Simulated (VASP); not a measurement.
# Cl (Cmce) in VASP: a series of runs, part 2 of 2

VASP 6.6.1.

### 5 Single point, PBE+D3(BJ)

This run uses another cell than the first one, of 27.13 Å³/atom.

File INCAR:

```
ALGO     = Normal         # electronic algorithm
EDIFF    = 1E-6           # SCF threshold, eV
ENCUT    = 520            # plane-wave cutoff, eV
GGA      = PE             # functional
ISIF     = 2              # what is computed and relaxed
ISMEAR   = 0              # smearing method
IVDW     = 12             # dispersion correction
LASPH    = True           # aspherical terms in the spheres
LCHARG   = False          # write CHGCAR
LREAL    = False          # projectors in reciprocal space
LWAVE    = False          # write WAVECAR
NBANDS   = 38             # bands
NELM     = 60             # most SCF steps
PREC     = Accurate       # precision mode
SIGMA    = 0.02           # smearing width, eV
```

File KPOINTS:

```
k-points
0
Gamma
  4 8 4
```

File POSCAR:

```
Cl
1.0
    6.5914602814      0.0000000000      0.0000000000
    0.0000000000      4.0687810800      0.0000000000
    0.0000000000      0.0000000000      8.0921953116
Cl
8
Direct
    0.5000000000      0.3755227787      0.1089019662
    0.5000000000      0.8755227787      0.3910980338
    0.5000000000      0.6244772213      0.8910980338
    0.5000000000      0.1244772213      0.6089019662
    0.0000000000      0.8755227787      0.1089019662
    0.0000000000      0.3755227787      0.3910980338
    0.0000000000      0.1244772213      0.8910980338
    0.0000000000      0.6244772213      0.6089019662
```

Potentials or basis: VASP PAW PBE potentials, release 64 (Cl).

On the command line:

```bash
> cat potpaw_PBE.64/Cl/POTCAR > POTCAR
> mpirun -np 1 vasp_std > vasp.out
```

OUTCAR:

```text
EDIFF = 1E-6
   ENCUT = 520
   GGA = PE
   ISIF = 2
   ISMEAR = 0
   IVDW = 12
   LASPH = True
   LREAL = False
   NELM = 60
   PREC = Accurate
 IVDW          = 12

 ion  position               nearest neighbor table
   1  0.500  0.376  0.109-   3 2.03
   2  0.500  0.876  0.391-   4 2.03
   3  0.500  0.624  0.891-   1 2.03
   4  0.500  0.124  0.609-   2 2.03
   5  0.000  0.876  0.109-   7 2.03
   6  0.000  0.376  0.391-   8 2.03
   7  0.000  0.124  0.891-   5 2.03
   8  0.000  0.624  0.609-   6 2.03

  LATTYP: Found a simple orthorhombic cell.
 ALAT       =     4.0687810800
 B/A-ratio  =     1.6200085853
 C/A-ratio  =     1.9888500149

  Lattice vectors:

 A1 = (   0.0000000000,  -4.0687810800,   0.0000000000)
 A2 = (   6.5914602814,   0.0000000000,   0.0000000000)
 A3 = (   0.0000000000,   0.0000000000,   8.0921953116)

Analysis of symmetry for initial positions (statically):
=====================================================================
 Subroutine PRICEL returns following result:

  LATTYP: Found a base centered orthorhombic cell.
 ALAT       =     4.0687810800
 B/A-ratio  =     1.6200085853
 C/A-ratio  =     1.9888500149

  Lattice vectors:

 A1 = (  -3.2957301407,  -2.0343905400,   0.0000000000)
 A2 = (   3.2957301407,  -2.0343905400,   0.0000000000)
 A3 = (   0.0000000000,   0.0000000000,   8.0921953116)

   2 primitive cells build up your supercell.

 Routine SETGRP: Setting up the symmetry group for a
 simple orthorhombic supercell.

 Subroutine GETGRP returns: Found  8 space group operations
 (whereof  4 operations were pure point group operations)
 out of a pool of  8 trial point group operations.

The static configuration has the point symmetry C_2h.
 The point group associated with its full space group is D_2h.

Analysis of symmetry for dynamics (positions and initial velocities):
=====================================================================
 Subroutine PRICEL returns following result:

  LATTYP: Found a base centered orthorhombic cell.
 ALAT       =     4.0687810800
 B/A-ratio  =     1.6200085853
 C/A-ratio  =     1.9888500149

  Lattice vectors:

 A1 = (  -3.2957301407,  -2.0343905400,   0.0000000000)
 A2 = (   3.2957301407,  -2.0343905400,   0.0000000000)
 A3 = (   0.0000000000,   0.0000000000,   8.0921953116)

   2 primitive cells build up your supercell.

 Routine SETGRP: Setting up the symmetry group for a
 simple orthorhombic supercell.

 Subroutine GETGRP returns: Found  8 space group operations
 (whereof  4 operations were pure point group operations)
 out of a pool of  8 trial point group operations.

The dynamic configuration has the point symmetry C_2h.
 The point group associated with its full space group is D_2h.

 Subroutine INISYM returns: Found  8 space group operations
 (whereof  4 operations are pure point group operations),
 and found     2 'primitive' translations

[... 52 lines left out ...]

 Following reciprocal coordinates:
            Coordinates               Weight
  0.000000  0.000000  0.000000      1.000000
  0.250000  0.000000  0.000000      2.000000
  0.500000  0.000000  0.000000      1.000000
  0.000000  0.125000  0.000000      2.000000
  0.250000  0.125000  0.000000      4.000000
  0.500000  0.125000  0.000000      2.000000
[... 16 lines left out ...]
  0.250000  0.250000  0.250000      8.000000
  0.500000  0.250000  0.250000      4.000000
 [... further k-points ...]
   k-points           NKPTS =     45   k-points in BZ     NKDIM =     45   number of bands    NBANDS=     38
   number of dos      NEDOS =    301   number of ions     NIONS =      8
   total plane-waves  NPLWV =  90000
   dimension x,y,z NGX =    50 NGY =   30 NGZ =   60
   dimension x,y,z NGXF=   100 NGYF=   60 NGZF=  120
   ions per type =               8
   NGX,Y,Z   is equivalent  to a cutoff of  12.61, 12.26, 12.33 a.u.
   NGXF,Y,Z  is equivalent  to a cutoff of  25.22, 24.52, 24.65 a.u.
 SYSTEM =  unknown system
   PREC   = accura    normal or accurate (medium, high low for compatibility)
   ISTART =      0    job   : 0-new  1-cont  2-samecut
   ICHARG =      2    charge: 1-file 2-atom 10-const
   ISPIN  =      1    spin polarized calculation?
   LNONCOLLINEAR =      F non collinear calculations
   LSORBIT =      F    spin-orbit coupling
   LASPH  =      T    aspherical Exc in radial PAW
   ENCUT  =  520.0 eV  38.22 Ry    6.18 a.u.  12.26  7.57 15.05*2*pi/ulx,y,z
   NELM   =     60;   NELMIN=  2; NELMDL= -5     # of ELM steps
   EDIFF  = 0.1E-05   stopping-criterion for ELM
   LREAL  =      F    real-space projection
   EDIFFG = 0.1E-04   stopping-criterion for IOM
   NSW    =      0    number of steps for IOM
   IBRION =     -1    ionic relax: 0-MD 1-quasi-New 2-CG
   NFREE  =      0    steps in history (QN), initial steepest desc. (CG)
   ISIF   =      2    stress and relaxation
   ISYM   =      2    0-nonsym 1-usesym 2-fastsym
   POTIM  = 0.5000    time-step for ionic-motion
   TEBEG  =    0.0;   TEEND  =   0.0 temperature during run
   PSTRESS=    0.0 pullay stress
   NELECT =      56.0000    total number of electrons
   NUPDOWN=      -1.0000    fix difference up-down
   EMIN   =  10.00;   EMAX   =-10.00  energy-range for DOS
   EFERMI =   0.00;   METHOD = LEGACY
   ISMEAR =     0;   SIGMA  =   0.02  broadening in eV -4-tet -1-fermi 0-gaus
   EFERMI_NEDOS =   21; number of points for ismear=-14 and -15
   IALGO  =     38    algorithm
   IMIX   =      4    mixing-type and parameters
     AMIX     =   0.40;   BMIX     =  1.00
     AMIX_MAG =   1.60;   BMIX_MAG =  1.00
  volume/ion in A,a.u.               =      27.13       183.07
  Fermi-wavevector in a.u.,A,eV,Ry     =   1.042238  1.969543 14.779454  1.086259
  Thomas-Fermi vector in A             =   2.176894
   LORBIT       =      0    0 simple, 1 ext, 2 COOP (PROOUT), +10 PAW based schemes
   GGA     = PE    functional components
   LHFCALC =     F    Hartree Fock is set to
   AEXX    =    0.0000 exact exchange contribution
   IVDW    =    12    specifies the selected vdW correction
   LEPSILON=     F    determine dielectric tensor
   LRPA    =     F    only Hartree local field effects (RPA)
 non-spin polarized calculation
 Gauss-broadening in eV      SIGMA  =   0.02
  energy-cutoff  :      520.00
  volume of cell :      217.03
 maximum number of plane-waves:      5885
 NGX is ok and might be reduce to    50
   NGX = 25   NGY = 15   NGZ = 31

 number of electron      55.9999979 magnetization

 Free energy of the ion-electron system (eV)
  ---------------------------------------------------
  ext. energy  EPLUGINS =         0.00000000
  ---------------------------------------------------
  free energy    TOTEN  =       -14.60975661 eV

  energy without entropy =      -14.60975661  energy(sigma->0) =      -14.60975661

 E-fermi :   0.0937     XC(G=0):  -8.0410

 val. band max:       -0.0437861102   @ k =   0.0000   0.0000   0.0000
 cond. band min:       2.1919119538   @ k =   0.0000   0.0000   0.0000
 fundamental gap:      2.2356980640
 Fermi energy:         0.0937398040

 k-point     1 :       0.0000    0.0000    0.0000
  band No.  band energies     occupation
      1     -16.7516      2.00000
      2     -16.5478      2.00000
      3     -16.3870      2.00000
      4     -16.2388      2.00000
      5     -13.0857      2.00000
      6     -12.8853      2.00000
[... 973 lines left out ...]
     37       9.4819      0.00000
     38       9.4830      0.00000

 [... further k-points ...]

------------------------ aborting loop because EDIFF is reached ----------------------------------------

 Edisp (eV)   -1.30519

 E8    (eV) :    -0.4382

  FORCE on cell =-STRESS in cart. coord.  units (eV):
  Direction    XX          YY          ZZ          XY          YZ          ZX
  --------------------------------------------------------------------------------------
  -------------------------------------------------------------------------------------
  Total      -0.08021    -0.35148    -1.03015     0.00000     0.00000     0.00000
  in kB      -0.59217    -2.59477    -7.60501     0.00000     0.00000     0.00000
  external pressure =       -3.60 kB  Pullay stress =        0.00 kB

 VOLUME and BASIS-vectors are now :
 -----------------------------------------------------------------------------
  energy-cutoff  :      520.00
  volume of cell :      217.03
      direct lattice vectors                 reciprocal lattice vectors
     6.591460281  0.000000000  0.000000000     0.151711450  0.000000000  0.000000000
     0.000000000  4.068781080  0.000000000     0.000000000  0.245773852  0.000000000
     0.000000000  0.000000000  8.092195312     0.000000000  0.000000000  0.123575861

 POSITION                                       TOTAL-FORCE (eV/Angst)
 -----------------------------------------------------------------------------------
      3.29573      1.52792      0.88126        -0.000000      0.083952     -0.153565
      3.29573      3.56231      3.16484         0.000000      0.083952      0.153565
      3.29573      2.54086      7.21094        -0.000000     -0.083952      0.153565
      3.29573      0.50647      4.92735         0.000000     -0.083952     -0.153565
      0.00000      3.56231      0.88126        -0.000000      0.083952     -0.153565
      0.00000      1.52792      3.16484         0.000000      0.083952      0.153565
      0.00000      0.50647      7.21094        -0.000000     -0.083952      0.153565
      0.00000      2.54086      4.92735        -0.000000     -0.083952     -0.153565
 -----------------------------------------------------------------------------------
    total drift:                                0.000000      0.000000      0.000000

  FREE ENERGIE OF THE ION-ELECTRON SYSTEM (eV)
  ---------------------------------------------------
  free  energy   TOTEN  =       -15.9149447073 eV

  energy  without entropy=      -15.9149447073  energy(sigma->0) =      -15.91494471
```

It took 8 min on 1 thread of Oxide Virtual Turin-like, shared host; peak memory 0.4 GiB.

Results:

```yaml
Free_energy: -15.9149 eV
Pressure: -0.4 GPa
Largest_force: 0.175 eV/Å
Band_gap_on_the_k_mesh: 2.24 eV
Dispersion_energy_per_atom: -0.163 eV
```

Forces on the atoms (eV/Å):
```
Cl   0.000  0.084 -0.154
Cl   0.000  0.084  0.154
Cl   0.000 -0.084  0.154
Cl   0.000 -0.084 -0.154
Cl   0.000  0.084 -0.154
Cl   0.000  0.084  0.154
Cl   0.000 -0.084  0.154
Cl   0.000 -0.084 -0.154
```

Stress tensor (GPa, compression positive):
```
-0.06  0.00  0.00
 0.00 -0.26  0.00
 0.00  0.00 -0.76
```

### 6 Overview

| cell | gap on the mesh (eV) | pressure (GPa) | largest force (eV/Å) |
| --- | --- | --- | --- |
| a = 6.611, b = 4.023, c = 8.214 Å, 8 atoms, atomic positions A | 2.14 | -0.4 | 0.17 |
| a = 6.567, b = 4.054, c = 8.214 Å, 8 atoms, atomic positions B | 2.06 | -1.1 | 0.46 |
| a = 6.581, b = 4.124, c = 7.971 Å, 8 atoms, atomic positions C | 2.35 | -0.3 | 0.18 |
| a = 6.591, b = 4.069, c = 8.092 Å, 8 atoms, atomic positions B | 2.24 | -0.4 | 0.18 |

Alike in all rows: task single point; level PBE+D3(BJ); potentials or basis VASP PAW PBE potentials, release 64 (Cl); no spin polarisation; k mesh 4 × 8 × 4; cutoff (eV) 520; smearing gaussian 0.02 eV.

Total energies depend on the potentials used, so only differences within one code and one set of settings carry meaning.
